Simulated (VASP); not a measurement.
**Te: single point with PBEsol**

Te:

```
CELL_PARAMETERS angstrom
0.00000 2.10004 3.85089
2.09674 0.00000 3.85089
2.09674 2.10004 0.00000
ATOMIC_POSITIONS crystal
Te 0.00000 0.00000 0.00000
```

```yaml
Program: VASP 6.6.1
Task: single point
Functional: PBEsol
Potentials_or_basis: VASP PAW PBE potentials, release 64 (Te)
Cutoff: 520 eV
k_mesh: 20 × 20 × 20
Occupations: gaussian, width 0.1 eV
Spin: no spin polarisation
Dipole_correction: no
Further_INCAR_settings: ALGO = Normal; EDIFF = 1e-06; NBANDS = 9
```

* Pressure: 0.0 GPa
* Band gap on the k mesh: zero (bands 3 and 4 overlap by 5.36 eV)

Levels at points of the mesh, in eV from the Fermi level:
```tsv
k point	band 1	band 2	band 3	band 4	band 5	band 6	band 7
(0.00, 0.00, 0.00)	-13.54	-1.71	3.60	3.61	3.77	8.07	10.24
(0.50, 0.00, 0.00)	-10.73	-5.96	-1.05	3.99	5.51	10.87	11.05
(0.50, 0.50, 0.00)	-13.13	-4.72	3.25	3.26	7.53	8.92	12.07
(0.50, 0.00, 0.50)	-7.88	-4.06	-3.66	1.05	3.00	5.94	10.01
(0.00, 0.50, 0.50)	-7.88	-4.04	-3.68	1.04	3.00	5.91	10.03
```

It took 110 s on 1 thread of Intel(R) Xeon(R) 6975P-C (Granite Rapids), on a shared host, peak memory 0.47 GiB.

Caveat: the PAW data sets were made with another functional, which shifts forces and pressure a little; spin-orbit coupling is left out, which moves the levels of the heavy elements.
